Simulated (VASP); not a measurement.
# Al (Fm-3m) in VASP: single point with HSE06

Aim: the single point of Al with HSE06.

Program: VASP 6.6.1. These are calculated values, not measurements. Logs are shortened: lines on timing, memory, paths and dates and some standing lists are left out, and cuts for length are marked.

## Step 1: The cell of the first run

It takes space group Fm-3m (No. 225, cubic). Conventional cell: a = 4.015 Å, b = 4.015 Å, c = 4.015 Å, α = 90.00°, β = 90.00°, γ = 90.00°. Al (site symmetry m-3m) has 12 Al at 2.84 Å within 3.7 Å.

## Step 2: Single point, HSE06

The input, POSCAR:

```
Al
1.0
    0.0000000000      2.0073684326      2.0073684326
    2.0073684326      0.0000000000      2.0073684326
    2.0073684326      2.0073684326      0.0000000000
Al
1
Direct
    0.0000000000      0.0000000000      0.0000000000
```

The input, INCAR.step1:

```
PREC     = Accurate       # precision mode
ENCUT    = 520            # plane-wave cutoff, eV
EDIFF    = 1E-5           # SCF threshold, eV
ISMEAR   = 0              # smearing method
SIGMA    = 0.1            # smearing width, eV
LREAL    = F              # projectors in reciprocal space
LASPH    = T              # aspherical terms in the spheres
NELM     = 100            # most SCF steps
ALGO     = Normal         # electronic algorithm
ISIF     = 2              # what is computed and relaxed
LWAVE    = T              # write WAVECAR
LCHARG   = F              # write CHGCAR
NBANDS   = 8              # bands
GGA      = PE             # functional
```

The input, INCAR.step2:

```
PREC     = Accurate       # precision mode
ENCUT    = 520            # plane-wave cutoff, eV
EDIFF    = 1E-6           # SCF threshold, eV
ISMEAR   = 0              # smearing method
SIGMA    = 0.1            # smearing width, eV
LREAL    = F              # projectors in reciprocal space
LASPH    = T              # aspherical terms in the spheres
NELM     = 100            # most SCF steps
ALGO     = Normal         # electronic algorithm
ISIF     = 2              # what is computed and relaxed
LWAVE    = F              # write WAVECAR
LCHARG   = F              # write CHGCAR
GGA      = PE             # functional
LHFCALC  = T              # exact exchange
HFSCREEN = 0.2079         # screening, 1/A
PRECFOCK = Normal       
NBANDS   = 8              # bands
ISTART   = 1
```

The input, KPOINTS:

```
Automatic mesh
0
Gamma
  8 8 8
```

Potentials or basis: VASP PAW PBE potentials, release 64 (Al).

Started as:

```console
> cat potpaw_PBE.64/Al/POTCAR > POTCAR
> cp INCAR.step1 INCAR
> mpirun -np 1 vasp_std > vasp.out
> cp INCAR.step2 INCAR
> mpirun -np 1 vasp_std > vasp.out
```

OUTCAR:

```text
PREC = Accurate
   ENCUT = 520
   EDIFF = 1E-6
   ISMEAR = 0
   LREAL = F
   LASPH = T
   NELM = 100
   ISIF = 2
   GGA = PE
   LHFCALC = T
   HFSCREEN = 0.2079
   PRECFOCK = Normal
   ISTART = 1

 ion  position               nearest neighbor table
   1  0.000  0.000  0.000-

  LATTYP: Found a face centered cubic cell.
 ALAT       =     4.0147368652

  Lattice vectors:

 A1 = (   0.0000000000,   2.0073684326,   2.0073684326)
 A2 = (   2.0073684326,   0.0000000000,   2.0073684326)
 A3 = (   2.0073684326,   2.0073684326,   0.0000000000)

Analysis of symmetry for initial positions (statically):
=====================================================================
 Subroutine PRICEL returns:
 Original cell was already a primitive cell.

 Routine SETGRP: Setting up the symmetry group for a
 face centered cubic supercell.

 Subroutine GETGRP returns: Found 48 space group operations
 (whereof 48 operations were pure point group operations)
 out of a pool of 48 trial point group operations.

The static configuration has the point symmetry O_h .

Analysis of symmetry for dynamics (positions and initial velocities):
=====================================================================
 Subroutine PRICEL returns:
 Original cell was already a primitive cell.

 Routine SETGRP: Setting up the symmetry group for a
 face centered cubic supercell.

 Subroutine GETGRP returns: Found 48 space group operations
 (whereof 48 operations were pure point group operations)
 out of a pool of 48 trial point group operations.

The dynamic configuration has the point symmetry O_h .

 Subroutine INISYM returns: Found 48 space group operations
 (whereof 48 operations are pure point group operations),
 and found     1 'primitive' translations

----------------------------------------------------------------------------------------

                                     Primitive cell

  volume of cell :      16.1775

  direct lattice vectors                    reciprocal lattice vectors
     0.000000000  2.007368433  2.007368433    -0.249082327  0.249082327  0.249082327
     2.007368433  0.000000000  2.007368433     0.249082327 -0.249082327  0.249082327
[... 90 lines left out ...]
   ISYM   =      3    0-nonsym 1-usesym 2-fastsym
   POTIM  = 0.5000    time-step for ionic-motion
   TEBEG  =    0.0;   TEEND  =   0.0 temperature during run
   PSTRESS=    0.0 pullay stress
   NELECT =       3.0000    total number of electrons
   NUPDOWN=      -1.0000    fix difference up-down
   EMIN   =  10.00;   EMAX   =-10.00  energy-range for DOS
   EFERMI =   0.00;   METHOD = LEGACY
   ISMEAR =     0;   SIGMA  =   0.10  broadening in eV -4-tet -1-fermi 0-gaus
   EFERMI_NEDOS =   21; number of points for ismear=-14 and -15
   IALGO  =     38    algorithm
   IMIX   =      1    mixing-type and parameters
     AMIX     =   0.40;   BMIX     =  1.00
     AMIX_MAG =   1.60;   BMIX_MAG =  1.00
  volume/ion in A,a.u.               =      16.18       109.17
  Fermi-wavevector in a.u.,A,eV,Ry     =   0.933566  1.764183 11.858085  0.871545
  Thomas-Fermi vector in A             =   2.060280
   LORBIT       =      0    0 simple, 1 ext, 2 COOP (PROOUT), +10 PAW based schemes
   GGA     = PE    functional components
   LHFCALC =     T    Hartree Fock is set to
   PRECFOCK=normal    Normal, Fast or Accurate (Low or Medium for compatibility)
   ENCUT4O =  -1.0   cutoff for four orbital integrals eV
   NKREDX  =     1    reduce k-point grid by
   NKREDY  =     1    reduce k-point grid by
   NKREDZ  =     1    reduce k-point grid by
   AEXX    =    0.2500 exact exchange contribution
   HFSCREEN=    0.2079 screening length (either q_TF or 0.3 A-1)
   HFSCREENC=   0.2079 screening length for correlation (either q_TF or 0.3 A-1)
   ENCUTFOCK=  -1.0 apply spherical cutoff to Coloumb kernel
   IVDW    =     0    specifies the selected vdW correction
   LEPSILON=     F    determine dielectric tensor
   LRPA    =     F    only Hartree local field effects (RPA)
 non-spin polarized calculation
 Gauss-broadening in eV      SIGMA  =   0.10
  energy-cutoff  :      520.00
  volume of cell :       16.18
 maximum number of plane-waves:       445
 NGX is ok and might be reduce to    24
  NGX = 16; NGY = 16; NGZ = 16

 number of electron       3.0000000 magnetization

 Free energy of the ion-electron system (eV)
  ---------------------------------------------------
  ext. energy  EPLUGINS =         0.00000000
  ---------------------------------------------------
  free energy    TOTEN  =        -4.09948579 eV

  energy without entropy =       -4.09640985  energy(sigma->0) =       -4.09794782

 E-fermi :   8.2974     XC(G=0):  -8.4665

 val. band max:        7.9048468212   @ k =  -0.3750   0.3750   0.0000
 cond. band min:       8.3726633608   @ k =   0.5000   0.2500   0.1250
 fundamental gap:      0.4678165396
 Fermi energy:         8.2973869280

 k-point     1 :       0.0000    0.0000    0.0000
  band No.  band energies     occupation
      1      -4.6447      2.00000
      2      22.0264      0.00000
      3      22.0264      0.00000
      4      22.0264      0.00000
      5      23.6936      0.00000
      6      23.6936      0.00000
      7      23.6936      0.00000
      8      25.7939      0.00000
[... 243 lines left out ...]
 k-point    24 :      -0.3750    0.2500    0.1250
  band No.  band energies     occupation
      1       4.0649      2.00000
      2       4.4351      2.00000
      3      13.7895      0.00000
      4      14.4256      0.00000
      5      22.7491      0.00000
      6      23.1913      0.00000
      7      30.1554      0.00000
      8      30.4099      0.00000

 [... further k-points ...]

------------------------ aborting loop because EDIFF is reached ----------------------------------------

  FORCE on cell =-STRESS in cart. coord.  units (eV):
  Direction    XX          YY          ZZ          XY          YZ          ZX
  --------------------------------------------------------------------------------------
  -------------------------------------------------------------------------------------
  Total        0.0925399      0.0925399      0.0925399      0.0000000     -0.0000000     -0.0000000
  in kB        9.1649157      9.1649157      9.1649157      0.0000000     -0.0000000     -0.0000000
  external PRESSURE =       9.1649157 kB  Pullay stress =       0.0000000 kB

 VOLUME and BASIS-vectors are now :
 -----------------------------------------------------------------------------
  energy-cutoff  :      520.00
  volume of cell :       16.18
      direct lattice vectors                 reciprocal lattice vectors
     0.000000000  2.007368433  2.007368433    -0.249082327  0.249082327  0.249082327
     2.007368433  0.000000000  2.007368433     0.249082327 -0.249082327  0.249082327
     2.007368433  2.007368433  0.000000000     0.249082327  0.249082327 -0.249082327

 POSITION                                       TOTAL-FORCE (eV/Angst)
 -----------------------------------------------------------------------------------
      0.00000      0.00000      0.00000         0.000000      0.000000      0.000000
 -----------------------------------------------------------------------------------
    total drift:                                0.000009      0.000011      0.000012

  FREE ENERGIE OF THE ION-ELECTRON SYSTEM (eV)
  ---------------------------------------------------
  free  energy   TOTEN  =        -4.0994857903 eV

  energy  without entropy=       -4.0964098490  energy(sigma->0) =       -4.09794782
```

OSZICAR.step1:

```text
N       E                     dE             d eps       ncg     rms          rms(c)
DAV:   1    -0.242899562298E+01   -0.24290E+01   -0.85074E+02   464   0.198E+02
DAV:   2    -0.375625791188E+01   -0.13273E+01   -0.12836E+01   680   0.185E+01
DAV:   3    -0.376211189396E+01   -0.58540E-02   -0.58448E-02   560   0.138E+00
DAV:   4    -0.376213081347E+01   -0.18920E-04   -0.18919E-04   728   0.691E-02
DAV:   5    -0.376213083665E+01   -0.23175E-07   -0.22737E-07   584   0.131E-03    0.134E+00
DAV:   6    -0.374927361029E+01    0.12857E-01   -0.14553E-03   616   0.185E-01    0.781E-01
DAV:   7    -0.373983208355E+01    0.94415E-02   -0.44283E-03   568   0.301E-01    0.150E-01
DAV:   8    -0.373982824197E+01    0.38416E-05   -0.13136E-05   664   0.262E-02
   1 F= -.37398282E+01 E0= -.37382537E+01  d E =-.314906E-02
```

Wall time 4.2 min (1 thread of Intel Xeon Platinum 8259CL at 2.50GHz (Skylake/Cascade Lake), shared host); peak memory 0.24 GiB.

Results:

```yaml
Free_energy: -4.0995 eV
Pressure: 0.9 GPa
```

Caveat: the PAW data sets were made with another functional, which shifts forces and pressure a little.
